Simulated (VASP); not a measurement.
# GaAs (I-4m2) in VASP: notebook

GaAs is run at these levels: PBEsol; tasks: single point.

Everything below comes from runs of VASP 6.6.1. Logs are shortened: lines on timing, memory, paths and dates and some standing lists are left out, and cuts for length are marked.

### Step 1. The cell of the first run

Symmetry: I-4m2, No. 119, tetragonal system. The conventional cell has a = 3.845 Å, b = 3.845 Å, c = 5.848 Å, α = 90.00°, β = 90.00°, γ = 90.00°. Ga (site symmetry -4m2) has 4 As at 2.42 Å within 3.2 Å. Within 3.2 Å of As (site symmetry -4m2) lie 4 Ga at 2.42 Å.

### Step 2. Single point, PBEsol (strained cell)

INCAR reads:

```
  PREC = Accurate
  ENCUT = 500
  EDIFF = 1E-6
  ISMEAR = 0
  SIGMA = 0.02
  LREAL = False
  LASPH = True
  NELM = 120
  ALGO = Normal
  ISIF = 2
  LWAVE = False
  LCHARG = True
  GGA = PS
  LELF = True
  LVHAR = True
  NBANDS = 16
  GGA_COMPAT = False
```

KPOINTS reads:

```
Automatic mesh
0
Gamma
  10 10 10
```

POSCAR reads:

```
GaAs
1.0
    0.0000000000      2.7191670983      2.9238177228
    2.7191670983      0.0000000000      2.9238177228
    2.7191670983      2.7191670983      0.0000000000
Ga As
1 1
Direct
    0.0000000000      0.0000000000      0.0000000000
    0.2500000000      0.2500000000      0.2500000000
```

Potentials or basis: VASP PAW PBE potentials, release 64 (Ga_d, As).

On the command line:

```bash
> cat potpaw_PBE.64/Ga_d/POTCAR potpaw_PBE.64/As/POTCAR > POTCAR
> mpirun -np 1 vasp_std > vasp.out
```

OUTCAR:

```text
PREC = Accurate
   ENCUT = 500
   EDIFF = 1E-6
   ISMEAR = 0
   LREAL = False
   LASPH = True
   NELM = 120
   ISIF = 2
   GGA = PS

 ion  position               nearest neighbor table
   1  0.000  0.000  0.000-   2 2.42   2 2.42   2 2.42   2 2.42
   2  0.250  0.250  0.250-   1 2.42   1 2.42   1 2.42   1 2.42

  LATTYP: Found a body centered tetragonal cell.
 ALAT       =     3.8454829888
 C/A-ratio  =     1.5206504521

  Lattice vectors:

 A1 = (  -2.7191670983,   0.0000000000,   2.9238177228)
 A2 = (   2.7191670983,   0.0000000000,   2.9238177228)
 A3 = (   0.0000000000,   2.7191670983,  -2.9238177228)

Analysis of symmetry for initial positions (statically):
=====================================================================
 Subroutine PRICEL returns:
 Original cell was already a primitive cell.

 Routine SETGRP: Setting up the symmetry group for a
 body centered tetragonal supercell.

 Subroutine GETGRP returns: Found  8 space group operations
 (whereof  8 operations were pure point group operations)
 out of a pool of 16 trial point group operations.

The static configuration has the point symmetry D_2d.

Analysis of symmetry for dynamics (positions and initial velocities):
=====================================================================
 Subroutine PRICEL returns:
 Original cell was already a primitive cell.

 Routine SETGRP: Setting up the symmetry group for a
 body centered tetragonal supercell.

 Subroutine GETGRP returns: Found  8 space group operations
 (whereof  8 operations were pure point group operations)
 out of a pool of 16 trial point group operations.

The dynamic configuration has the point symmetry D_2d.

 Subroutine INISYM returns: Found  8 space group operations
 (whereof  8 operations are pure point group operations),
 and found     1 'primitive' translations

----------------------------------------------------------------------------------------

                                     Primitive cell

  volume of cell :      43.2367

  direct lattice vectors                    reciprocal lattice vectors
     0.000000000  2.719167098  2.923817723    -0.183879836  0.183879836  0.171009292
     2.719167098  0.000000000  2.923817723     0.183879836 -0.183879836  0.171009292
     2.719167098  2.719167098  0.000000000     0.183879836  0.183879836 -0.171009292

  length of vectors
     3.992816022  3.992816022  3.845482989     0.311235869  0.311235869  0.311235869

  position of ions in fractional coordinates (direct lattice)
     0.000000000  0.000000000  0.000000000
     0.250000000  0.250000000  0.250000000

  ion indices of the primitive-cell ions
   primitive index   ion index
                 1           1
                 2           2

----------------------------------------------------------------------------------------

 KPOINTS: Automatic mesh

Automatic generation of k-mesh.
 Grid dimensions read from file:
 generate k-points for:   10   10   10

 Generating k-lattice:

  Cartesian coordinates                     Fractional coordinates (reciprocal lattice)
    -0.018387984  0.018387984  0.017100929     0.100000000  0.000000000  0.000000000
     0.018387984 -0.018387984  0.017100929     0.000000000  0.100000000  0.000000000
     0.018387984  0.018387984 -0.017100929     0.000000000  0.000000000  0.100000000

  Length of vectors
     0.031123587  0.031123587  0.031123587

  Shift w.r.t. Gamma in fractional coordinates (k-lattice)
     0.000000000  0.000000000  0.000000000

 Subroutine IBZKPT returns following result:
 ===========================================

 Found    102 irreducible k-points:

 Following reciprocal coordinates:
            Coordinates               Weight
  0.000000  0.000000  0.000000      1.000000
  0.100000  0.000000  0.000000      8.000000
  0.200000  0.000000  0.000000      8.000000
  0.300000  0.000000  0.000000      8.000000
  0.400000 -0.000000  0.000000      8.000000
  0.500000  0.000000  0.000000      4.000000
[... 16 lines left out ...]
  0.300000  0.300000  0.000000      2.000000
  0.400000  0.300000  0.000000      8.000000
 [... further k-points ...]
   k-points           NKPTS =    102   k-points in BZ     NKDIM =    102   number of bands    NBANDS=     16
   number of dos      NEDOS =    301   number of ions     NIONS =      2
   total plane-waves  NPLWV =  25200
   dimension x,y,z NGX =    30 NGY =   30 NGZ =   28
   dimension x,y,z NGXF=    60 NGYF=   60 NGZF=   56
   ions per type =               1   1
   NGX,Y,Z   is equivalent  to a cutoff of  12.49, 12.49, 12.10 a.u.
   NGXF,Y,Z  is equivalent  to a cutoff of  24.98, 24.98, 24.21 a.u.
 SYSTEM =  unknown system
   PREC   = accura    normal or accurate (medium, high low for compatibility)
   ISTART =      0    job   : 0-new  1-cont  2-samecut
   ICHARG =      2    charge: 1-file 2-atom 10-const
   ISPIN  =      1    spin polarized calculation?
   LNONCOLLINEAR =      F non collinear calculations
   LSORBIT =      F    spin-orbit coupling
   LASPH  =      T    aspherical Exc in radial PAW
   ENCUT  =  500.0 eV  36.75 Ry    6.06 a.u.   7.28  7.28  7.01*2*pi/ulx,y,z
   NELM   =    120;   NELMIN=  2; NELMDL= -5     # of ELM steps
   EDIFF  = 0.1E-05   stopping-criterion for ELM
   LREAL  =      F    real-space projection
   EDIFFG = 0.1E-04   stopping-criterion for IOM
   NSW    =      0    number of steps for IOM
   IBRION =     -1    ionic relax: 0-MD 1-quasi-New 2-CG
   NFREE  =      0    steps in history (QN), initial steepest desc. (CG)
   ISIF   =      2    stress and relaxation
   ISYM   =      2    0-nonsym 1-usesym 2-fastsym
   POTIM  = 0.5000    time-step for ionic-motion
   TEBEG  =    0.0;   TEEND  =   0.0 temperature during run
   PSTRESS=    0.0 pullay stress
   NELECT =      18.0000    total number of electrons
   NUPDOWN=      -1.0000    fix difference up-down
   EMIN   =  10.00;   EMAX   =-10.00  energy-range for DOS
   EFERMI =   0.00;   METHOD = LEGACY
   ISMEAR =     0;   SIGMA  =   0.02  broadening in eV -4-tet -1-fermi 0-gaus
   EFERMI_NEDOS =   21; number of points for ismear=-14 and -15
   IALGO  =     38    algorithm
   IMIX   =      4    mixing-type and parameters
     AMIX     =   0.40;   BMIX     =  1.00
     AMIX_MAG =   1.60;   BMIX_MAG =  1.00
  volume/ion in A,a.u.               =      21.62       145.89
  Fermi-wavevector in a.u.,A,eV,Ry     =   1.222405  2.310010 20.330818  1.494273
  Thomas-Fermi vector in A             =   2.357553
   LORBIT       =      0    0 simple, 1 ext, 2 COOP (PROOUT), +10 PAW based schemes
   GGA     = PS    functional components
   LHFCALC =     F    Hartree Fock is set to
   AEXX    =    0.0000 exact exchange contribution
   IVDW    =     0    specifies the selected vdW correction
   LEPSILON=     F    determine dielectric tensor
   LRPA    =     F    only Hartree local field effects (RPA)
 non-spin polarized calculation
 Gauss-broadening in eV      SIGMA  =   0.02
  energy-cutoff  :      500.00
  volume of cell :       43.24
 maximum number of plane-waves:      1116
 NGX is ok and might be reduce to    30
   NGX = 15   NGY = 15   NGZ = 13

 number of electron      18.0000005 magnetization

 Free energy of the ion-electron system (eV)
  ---------------------------------------------------
  ext. energy  EPLUGINS =         0.00000000
  ---------------------------------------------------
  free energy    TOTEN  =        -9.03504958 eV

  energy without entropy =       -9.03504958  energy(sigma->0) =       -9.03504958

 E-fermi :   4.4939     XC(G=0):  -9.9763

 val. band max:        4.3868484313   @ k =   0.0000   0.0000   0.0000
 cond. band min:       4.9717167368   @ k =   0.0000   0.0000   0.0000
 fundamental gap:      0.5848683055
 Fermi energy:         4.4939358164

 k-point     1 :       0.0000    0.0000    0.0000
  band No.  band energies     occupation
      1     -10.6491      2.00000
      2     -10.6303      2.00000
      3     -10.6303      2.00000
      4     -10.5505      2.00000
      5     -10.5445      2.00000
      6      -8.8399      2.00000
[... 8 lines left out ...]
     15      13.5940      0.00000
     16      14.6533      0.00000

 k-point     2 :       0.1000    0.0000    0.0000
  band No.  band energies     occupation
      1     -10.6529      2.00000
      2     -10.6352      2.00000
      3     -10.6277      2.00000
      4     -10.5511      2.00000
      5     -10.5440      2.00000
      6      -8.7136      2.00000
[... 8 lines left out ...]
     15      13.0433      0.00000
     16      14.2931      0.00000

 k-point     3 :       0.2000    0.0000    0.0000
  band No.  band energies     occupation
      1     -10.6759      2.00000
      2     -10.6326      2.00000
      3     -10.6213      2.00000
      4     -10.5521      2.00000
      5     -10.5423      2.00000
      6      -8.3509      2.00000
[... 8 lines left out ...]
     15      13.5170      0.00000
     16      13.5472      0.00000

 k-point     4 :       0.3000    0.0000    0.0000
  band No.  band energies     occupation
      1     -10.7045      2.00000
      2     -10.6262      2.00000
      3     -10.6144      2.00000
      4     -10.5522      2.00000
      5     -10.5390      2.00000
      6      -7.8055      2.00000
[... 8 lines left out ...]
     15      13.6657      0.00000
     16      13.8347      0.00000
[... 324 lines left out ...]
 k-point    22 :      -0.2000    0.2000    0.0000
  band No.  band energies     occupation
      1     -10.7121      2.00000
      2     -10.6213      2.00000
      3     -10.6109      2.00000
      4     -10.5571      2.00000
      5     -10.5386      2.00000
      6      -7.5826      2.00000
[... 8 lines left out ...]
     15      14.7202      0.00000
     16      15.4961      0.00000

 k-point    23 :       0.3000    0.3000    0.0000
  band No.  band energies     occupation
      1     -10.7334      2.00000
      2     -10.5958      2.00000
      3     -10.5958      2.00000
      4     -10.5565      2.00000
      5     -10.5436      2.00000
      6      -7.5611      2.00000
[... 8 lines left out ...]
     15      16.3890      0.00000
     16      16.5146      0.00000

 k-point    24 :       0.4000    0.3000    0.0000
  band No.  band energies     occupation
      1     -10.7453      2.00000
      2     -10.5924      2.00000
      3     -10.5893      2.00000
      4     -10.5579      2.00000
      5     -10.5429      2.00000
      6      -7.1068      2.00000
[... 8 lines left out ...]
     15      16.9186      0.00000
     16      16.9199      0.00000

 [... further k-points ...]
[... 5 lines left out ...]
  --------------------------------------------------------------------------------------
  -------------------------------------------------------------------------------------
  Total        1.4589556      1.4589556      0.0873308      0.0000000     -0.0000000      0.0000000
  in kB       54.0630532     54.0630532      3.2361284      0.0000000     -0.0000000      0.0000000
  external PRESSURE =      37.1207449 kB  Pullay stress =       0.0000000 kB

 VOLUME and BASIS-vectors are now :
 -----------------------------------------------------------------------------
  energy-cutoff  :      500.00
  volume of cell :       43.24
      direct lattice vectors                 reciprocal lattice vectors
     0.000000000  2.719167098  2.923817723    -0.183879836  0.183879836  0.171009292
     2.719167098  0.000000000  2.923817723     0.183879836 -0.183879836  0.171009292
     2.719167098  2.719167098  0.000000000     0.183879836  0.183879836 -0.171009292

 POSITION                                       TOTAL-FORCE (eV/Angst)
 -----------------------------------------------------------------------------------
      0.00000      0.00000      0.00000        -0.000000     -0.000000      0.000000
      1.35958      1.35958      1.46191         0.000000      0.000000      0.000000
 -----------------------------------------------------------------------------------
    total drift:                                0.000002      0.000002      0.000009

  FREE ENERGIE OF THE ION-ELECTRON SYSTEM (eV)
  ---------------------------------------------------
  free  energy   TOTEN  =        -9.0350495826 eV

  energy  without entropy=       -9.0350495826  energy(sigma->0) =       -9.03504958
```

Run time: 91 s. Hardware: 1 thread of Intel Xeon Platinum 8488C (Sapphire Rapids), shared host; peak memory 0.21 GiB.

Results:

```
Free energy            : -9.0350 eV
Pressure               : 3.7 GPa
Band gap on the k mesh : 0.58 eV
```

Stress tensor (GPa, compression positive):
```
5.41 0.00 0.00
0.00 5.41 0.00
0.00 0.00 0.32
```

Caveat: the cell differs from its parent crystal (strained cell); the stress differs along the axes, from 0 to 5 GPa; semilocal functionals underestimate gaps, and a narrow one can read as zero; the PAW data sets were made with another functional, which shifts forces and pressure a little. A k mesh can miss the band edges.

### Step 3. Single point, PBEsol (strained cell)

INCAR reads:

```
  ALGO = Normal
  EDIFF = 1E-6
  ENCUT = 500
  GGA = PS
  GGA_COMPAT = False
  ISIF = 2
  ISMEAR = 0
  LASPH = True
  LCHARG = False
  LREAL = False
  LWAVE = False
  NBANDS = 16
  NELM = 120
  PREC = Accurate
  SIGMA = 0.02
```

KPOINTS reads:

```
k-points
0
Gamma
  10 10 10
```

POSCAR reads:

```
GaAs
1.0
    0.0000000000      2.7191670983      2.9265742757
    2.7191670983      0.0000000000      2.9265742757
    2.7191670983      2.7191670983      0.0000000000
Ga As
1 1
Direct
    0.0000000000      0.0000000000      0.0000000000
    0.2500000000      0.2500000000      0.2500000000
```

Potentials or basis: VASP PAW PBE potentials, release 64 (Ga_d, As).

On the command line:

```bash
> cat potpaw_PBE.64/Ga_d/POTCAR potpaw_PBE.64/As/POTCAR > POTCAR
> mpirun -np 1 vasp_std > vasp.out
```

Run time: 93 s. Hardware: 1 thread of Intel Xeon Platinum 8488C (Sapphire Rapids), shared host; peak memory 0.21 GiB.

The run converged. Its results:

```yaml
Free_energy: -9.0351 eV
Pressure: 3.6 GPa
Band_gap_on_the_k_mesh: 0.57 eV
```

Stress tensor (GPa, compression positive):
```
5.35 0.00 0.00
0.00 5.35 0.00
0.00 0.00 0.19
```

Levels at points of the mesh, in eV from the valence-band top:
| k point | band 6 | band 7 | band 8 | band 9 | band 10 | band 11 | band 12 | band 13 |
| --- | --- | --- | --- | --- | --- | --- | --- | --- |
| (0.00, 0.00, 0.00) | -13.22 | -0.49 | 0.00 | 0.00 | 0.57 | 3.51 | 3.51 | 3.70 |
| (0.50, 0.00, 0.00) | -11.30 | -7.08 | -1.70 | -1.04 | 0.78 | 4.30 | 4.72 | 7.51 |
| (0.50, 0.50, 0.00) | -10.71 | -7.52 | -2.65 | -2.65 | 1.45 | 1.86 | 10.28 | 10.28 |
| (0.50, 0.00, 0.50) | -10.40 | -7.05 | -3.19 | -3.14 | 0.95 | 1.16 | 9.79 | 10.20 |

Caveat: the cell differs from its parent crystal (strained cell); the stress differs along the axes, from 0 to 5 GPa; semilocal functionals underestimate gaps, and a narrow one can read as zero; the PAW data sets were made with another functional, which shifts forces and pressure a little. A k mesh can miss the band edges.

(Continued in part 2 of 2.)
